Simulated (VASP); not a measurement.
# Mo (Fm-3m) in VASP: a series of runs, part 2 of 2

VASP 6.6.1.

## 3. Electric field gradients, PBE (volume scaled by 1.06)

Input file INCAR:

```
  ALGO = Normal
  EDIFF = 1E-8
  ENCUT = 520
  GGA = PE
  ISIF = 2
  ISMEAR = -1
  LASPH = True
  LCHARG = False
  LEFG = True
  LREAL = False
  LWAVE = False
  NBANDS = 13
  NELM = 60
  PREC = Accurate
  SIGMA = 0.08
```

Input file KPOINTS:

```
k-points
0
Gamma
  17 17 17
```

Input file POSCAR:

```
Mo
1.0
    0.0000000000      2.0545198372      2.0545198372
    2.0545198372      0.0000000000      2.0545198372
    2.0545198372      2.0545198372      0.0000000000
Mo
1
Direct
    0.0000000000      0.0000000000      0.0000000000
```

Potentials or basis: VASP PAW PBE potentials, release 64 (Mo_sv).

On the command line:

```console
$ cat potpaw_PBE.64/Mo_sv/POTCAR > POTCAR
$ mpirun -np 1 vasp_std > vasp.out
```

OUTCAR:

```text
EDIFF = 1E-8
   ENCUT = 520
   GGA = PE
   ISIF = 2
   ISMEAR = -1
   LASPH = True
   LREAL = False
   NELM = 60
   PREC = Accurate

 ion  position               nearest neighbor table
   1  0.000  0.000  0.000-

  LATTYP: Found a face centered cubic cell.
 ALAT       =     4.1090396744

  Lattice vectors:

 A1 = (   0.0000000000,   2.0545198372,   2.0545198372)
 A2 = (   2.0545198372,   0.0000000000,   2.0545198372)
 A3 = (   2.0545198372,   2.0545198372,   0.0000000000)

Analysis of symmetry for initial positions (statically):
=====================================================================
 Subroutine PRICEL returns:
 Original cell was already a primitive cell.

 Routine SETGRP: Setting up the symmetry group for a
 face centered cubic supercell.

[... 564 lines left out ...]
  in kB     -155.4970554   -155.4970554   -155.4970554      0.0000000      0.0000000      0.0000000
  external PRESSURE =    -155.4970554 kB  Pullay stress =       0.0000000 kB

 VOLUME and BASIS-vectors are now :
 -----------------------------------------------------------------------------
  energy-cutoff  :      520.00
  volume of cell :       17.34
      direct lattice vectors                 reciprocal lattice vectors
     0.000000000  2.054519837  2.054519837    -0.243365866  0.243365866  0.243365866
     2.054519837  0.000000000  2.054519837     0.243365866 -0.243365866  0.243365866
     2.054519837  2.054519837  0.000000000     0.243365866  0.243365866 -0.243365866

 POSITION                                       TOTAL-FORCE (eV/Angst)
 -----------------------------------------------------------------------------------
      0.00000      0.00000      0.00000        -0.000000     -0.000000     -0.000000
 -----------------------------------------------------------------------------------
    total drift:                               -0.000000      0.000000     -0.000000

  FREE ENERGIE OF THE ION-ELECTRON SYSTEM (eV)
  ---------------------------------------------------
  free  energy   TOTEN  =       -10.4601570796 eV

  energy  without entropy=      -10.4286629118  energy(sigma->0) =      -10.44441000

 Electric field gradients (V/A^2)
---------------------------------------------------------------------
 ion       V_xx      V_yy      V_zz      V_xy      V_xz      V_yz
---------------------------------------------------------------------
   1       0.000    -0.000     0.000    -0.000    -0.000    -0.000
---------------------------------------------------------------------

 Electric field gradients after diagonalization (V/A^2)
 (convention: |V_zz| > |V_xx| > |V_yy|)
----------------------------------------------------------------------
 ion       V_xx      V_yy      V_zz     asymmetry (V_yy - V_xx)/ V_zz
----------------------------------------------------------------------
   1       0.000     0.000    -0.001       0.000
----------------------------------------------------------------------

           NMR quadrupolar parameters

 Cq : quadrupolar parameter    Cq=e*Q*V_zz/h
 eta: asymmetry parameters     (V_yy - V_xx)/ V_zz
 Q  : nuclear electric quadrupole moment in mb (millibarn)
----------------------------------------------------------------------
 ion       Cq(MHz)       eta       Q (mb)
----------------------------------------------------------------------
   1      -0.000       0.000       1.000
----------------------------------------------------------------------
```

OSZICAR:

```text
N       E                     dE             d eps       ncg     rms          rms(c)
DAV:   1     0.916882992157E+02    0.91688E+02   -0.78909E+03  4311   0.109E+03
DAV:   2    -0.996744462005E+01   -0.10166E+03   -0.98098E+02  4980   0.307E+02
DAV:   3    -0.111388992999E+02   -0.11715E+01   -0.11656E+01  4690   0.328E+01
DAV:   4    -0.111416711820E+02   -0.27719E-02   -0.27718E-02  4895   0.195E+00
DAV:   5    -0.111416915370E+02   -0.20355E-04   -0.20354E-04  4785   0.146E-01    0.112E+01
DAV:   6    -0.105321631521E+02    0.60953E+00   -0.83134E-01  4375   0.107E+01    0.261E+00
DAV:   7    -0.104638448595E+02    0.68318E-01   -0.12632E-01  4835   0.390E+00    0.925E-01
DAV:   8    -0.104601062536E+02    0.37386E-02   -0.42314E-03  4380   0.819E-01    0.170E-01
DAV:   9    -0.104601435916E+02   -0.37338E-04   -0.13903E-04  4981   0.143E-01    0.629E-02
DAV:  10    -0.104601570734E+02   -0.13482E-04   -0.13385E-05  4460   0.403E-02    0.667E-03
DAV:  11    -0.104601572630E+02   -0.18959E-06   -0.16012E-07  4935   0.369E-03    0.134E-03
DAV:  12    -0.104601570650E+02    0.19806E-06   -0.80750E-09  3050   0.101E-03    0.583E-05
DAV:  13    -0.104601570756E+02   -0.10636E-07   -0.33294E-10  2455   0.227E-04    0.187E-05
DAV:  14    -0.104601570796E+02   -0.40125E-08   -0.32187E-11  2290   0.638E-05
   1 F= -.10460157E+02 E0= -.10444410E+02  d E =-.314942E-01
```

It took 12 s on 1 thread of Intel Xeon 6975P-C (Granite Rapids), shared host; peak memory 0.16 GiB.

Results:

| Item | Value |
| --- | --- |
| Free energy | -10.4602 eV |
| Pressure | -15.5 GPa |
| Band gap on the k mesh | zero (band 7 reaches 14.06 eV, above the bottom of band 8 at 10.00 eV) |

Levels at points of the mesh, in eV from the Fermi level:
```csv
k point,band 4,band 5,band 6,band 7,band 8,band 9,band 10,band 11
"(0.00, 0.00, 0.00)",-34.26,-6.48,-0.61,-0.61,-0.61,1.77,1.77,13.03
```

Caveat: the cell differs from its parent crystal (volume scaled by 1.06); without QUAD_EFG the Cq values of the log hold for a quadrupole moment of 1 mb, not for the nuclei.

## 4. Electric field gradients, PBE (volume scaled by 1.06)

Input file INCAR:

```
SYSTEM = Mo
ALGO     = Normal         ! electronic algorithm
EDIFF    = 1E-8           ! SCF threshold, eV
ENCUT    = 520            ! plane-wave cutoff, eV
GGA      = PE             ! functional
ISIF     = 2              ! what is computed and relaxed
ISMEAR   = -1             ! smearing method
LASPH    = .TRUE.         ! aspherical terms in the spheres
LCHARG   = .FALSE.        ! write CHGCAR
LEFG     = .TRUE.       
LREAL    = .FALSE.        ! projectors in reciprocal space
LWAVE    = .FALSE.        ! write WAVECAR
NBANDS   = 13             ! bands
NELM     = 60             ! most SCF steps
PREC     = Accurate       ! precision mode
SIGMA    = 0.08           ! smearing width, eV
```

Input file KPOINTS:

```
k-points
0
G
  17 17 17
  0 0 0
```

POSCAR is that of step 3.

Potentials or basis: VASP PAW PBE potentials, release 64 (Mo_sv).

On the command line:

```console
$ cat potpaw_PBE.64/Mo_sv/POTCAR > POTCAR
$ mpirun -np 1 vasp_std > vasp.out
```

OUTCAR:

```text
SYSTEM = Mo
   EDIFF = 1E-8
   ENCUT = 520
   GGA = PE
   ISIF = 2
   ISMEAR = -1
   LASPH = .TRUE.
   LREAL = .FALSE.
   NELM = 60
   PREC = Accurate

 ion  position               nearest neighbor table
   1  0.000  0.000  0.000-

  LATTYP: Found a face centered cubic cell.
 ALAT       =     4.1090396744

  Lattice vectors:

 A1 = (   0.0000000000,   2.0545198372,   2.0545198372)
 A2 = (   2.0545198372,   0.0000000000,   2.0545198372)
 A3 = (   2.0545198372,   2.0545198372,   0.0000000000)

[... 588 lines left out ...]
    total drift:                               -0.000000      0.000000     -0.000000

  FREE ENERGIE OF THE ION-ELECTRON SYSTEM (eV)
  ---------------------------------------------------
  free  energy   TOTEN  =       -10.4601570796 eV

  energy  without entropy=      -10.4286629118  energy(sigma->0) =      -10.44441000

 Electric field gradients (V/A^2)
---------------------------------------------------------------------
 ion       V_xx      V_yy      V_zz      V_xy      V_xz      V_yz
---------------------------------------------------------------------
   1       0.000    -0.000     0.000    -0.000    -0.000    -0.000
---------------------------------------------------------------------

 Electric field gradients after diagonalization (V/A^2)
 (convention: |V_zz| > |V_xx| > |V_yy|)
----------------------------------------------------------------------
 ion       V_xx      V_yy      V_zz     asymmetry (V_yy - V_xx)/ V_zz
----------------------------------------------------------------------
   1       0.000     0.000    -0.001       0.000
----------------------------------------------------------------------

           NMR quadrupolar parameters

 Cq : quadrupolar parameter    Cq=e*Q*V_zz/h
 eta: asymmetry parameters     (V_yy - V_xx)/ V_zz
 Q  : nuclear electric quadrupole moment in mb (millibarn)
----------------------------------------------------------------------
 ion       Cq(MHz)       eta       Q (mb)
----------------------------------------------------------------------
   1      -0.000       0.000       1.000
----------------------------------------------------------------------
```

It took 12 s on 1 thread of Intel Xeon 6975P-C (Granite Rapids), shared host; peak memory 0.16 GiB.

Results:

```
Free energy            : -10.4602 eV
Pressure               : -15.5 GPa
Band gap on the k mesh : zero (band 7 reaches 14.06 eV, above the bottom of band 8 at 10.00 eV)
```

Caveat: the cell differs from its parent crystal (volume scaled by 1.06); without QUAD_EFG the Cq values of the log hold for a quadrupole moment of 1 mb, not for the nuclei.

## 5. Density of states, PBE

This run uses another cell than the first one, of 16.36 Å³/atom, 0.971 times its volume.

Input file POSCAR:

```
Mo
1.0
    0.0000000000      2.0150000000      2.0150000000
    2.0150000000      0.0000000000      2.0150000000
    2.0150000000      2.0150000000      0.0000000000
Mo
1
Direct
    0.0000000000      0.0000000000      0.0000000000
```

Input file INCAR.step1:

```
SYSTEM = Mo
  ALGO = Normal
  EDIFF = 1E-6
  ENCUT = 520
  GGA = PE
  ISIF = 2
  ISMEAR = -1
  LASPH = .TRUE.
  LCHARG = .TRUE.
  LMAXMIX = 4
  LREAL = .FALSE.
  LWAVE = .FALSE.
  NBANDS = 13
  NELM = 60
  PREC = Accurate
  SIGMA = 0.08
```

Input file KPOINTS.step1:

```
k-points
0
G
  17 17 17
  0 0 0
```

Input file INCAR.step2:

```
SYSTEM = Mo
  ALGO = Normal
  EDIFF = 1E-6
  ENCUT = 520
  GGA = PE
  ICHARG = 11
  ISIF = 2
  ISMEAR = -5
  LASPH = .TRUE.
  LCHARG = .FALSE.
  LMAXMIX = 4
  LORBIT = 11
  LREAL = .FALSE.
  LWAVE = .FALSE.
  NEDOS = 2001
  NELM = 60
  PREC = Accurate
  SIGMA = 0.08
```

Input file KPOINTS.step2:

```
k-points
0
G
  26 26 26
  0 0 0
```

Potentials or basis: VASP PAW PBE potentials, release 64 (Mo_sv).

On the command line:

```console
$ cat potpaw_PBE.64/Mo_sv/POTCAR > POTCAR
$ cp INCAR.step1 INCAR
$ cp KPOINTS.step1 KPOINTS
$ mpirun -np 1 vasp_std > vasp.out
$ cp INCAR.step2 INCAR
$ cp KPOINTS.step2 KPOINTS
$ mpirun -np 1 vasp_std > vasp.out
```

OUTCAR:

```text
SYSTEM = Mo
   EDIFF = 1E-6
   ENCUT = 520
   GGA = PE
   ICHARG = 11
   ISIF = 2
   ISMEAR = -5
   LASPH = .TRUE.
   LORBIT = 11
   LREAL = .FALSE.
   NELM = 60
   PREC = Accurate

 ion  position               nearest neighbor table
   1  0.000  0.000  0.000-

  LATTYP: Found a face centered cubic cell.
 ALAT       =     4.0300000000

  Lattice vectors:

 A1 = (   0.0000000000,   2.0150000000,   2.0150000000)
 A2 = (   2.0150000000,   0.0000000000,   2.0150000000)
[... 513 lines left out ...]
      7      10.8764      2.00000
      8      11.4575      1.23472
      9      14.5753      0.00000
     10      14.8426      0.00000
     11      23.3075      0.00000

 [... further k-points ...]
[... 5 lines left out ...]
  --------------------------------------------------------------------------------------
  -------------------------------------------------------------------------------------
  Total       -0.4555919     -0.4555919     -0.4555919     -0.0000000     -0.0000000      0.0000000
  in kB      -44.6099214    -44.6099214    -44.6099214     -0.0000000     -0.0000000      0.0000000
  external PRESSURE =     -44.6099214 kB  Pullay stress =       0.0000000 kB

 VOLUME and BASIS-vectors are now :
 -----------------------------------------------------------------------------
  energy-cutoff  :      520.00
  volume of cell :       16.36
      direct lattice vectors                 reciprocal lattice vectors
     0.000000000  2.015000000  2.015000000    -0.248138958  0.248138958  0.248138958
     2.015000000  0.000000000  2.015000000     0.248138958 -0.248138958  0.248138958
     2.015000000  2.015000000  0.000000000     0.248138958  0.248138958 -0.248138958

 POSITION                                       TOTAL-FORCE (eV/Angst)
 -----------------------------------------------------------------------------------
      0.00000      0.00000      0.00000         0.000000      0.000000      0.000000
 -----------------------------------------------------------------------------------
    total drift:                                0.000000     -0.000000     -0.000000

  FREE ENERGIE OF THE ION-ELECTRON SYSTEM (eV)
  ---------------------------------------------------
  free  energy   TOTEN  =       -10.5085826410 eV

  energy  without entropy=      -10.5085826410  energy(sigma->0) =      -10.50858264

 total charge

# of ion       s       p       d       tot
------------------------------------------
    1        2.376   6.170   3.887  12.433
```

It took 23 s on 1 thread of Intel Xeon 6975P-C (Granite Rapids), shared host; peak memory 0.21 GiB.

Results:

```yaml
Valence_electrons_inside_the_program's_atomic_spheres: Mo 12.43
```

Caveat: tetrahedron occupations give inexact forces and stress in metals.

## 6. The runs side by side

```csv
task,cell,k mesh for the DOS,occupations for the DOS,gap on the mesh (eV),pressure (GPa)
electric field gradients,"a = 2.878 Å, angles 60.0°, 1 atom",-,-,none,-10.3
electric field gradients,"a = 2.906 Å, angles 60.0°, 1 atom",-,-,none,-15.5
density of states,"a = 2.850 Å, angles 60.0°, 1 atom",26 × 26 × 26,tetrahedron,-,-
```

Alike in all rows: level PBE; potentials or basis VASP PAW PBE potentials, release 64 (Mo_sv); no spin polarisation; k mesh 17 × 17 × 17; cutoff (eV) 520; smearing fermi-dirac 0.08 eV.

Caveats: tetrahedron occupations give inexact forces and stress in metals (some runs).

Absolute energies hang on the potentials; compare differences alone.
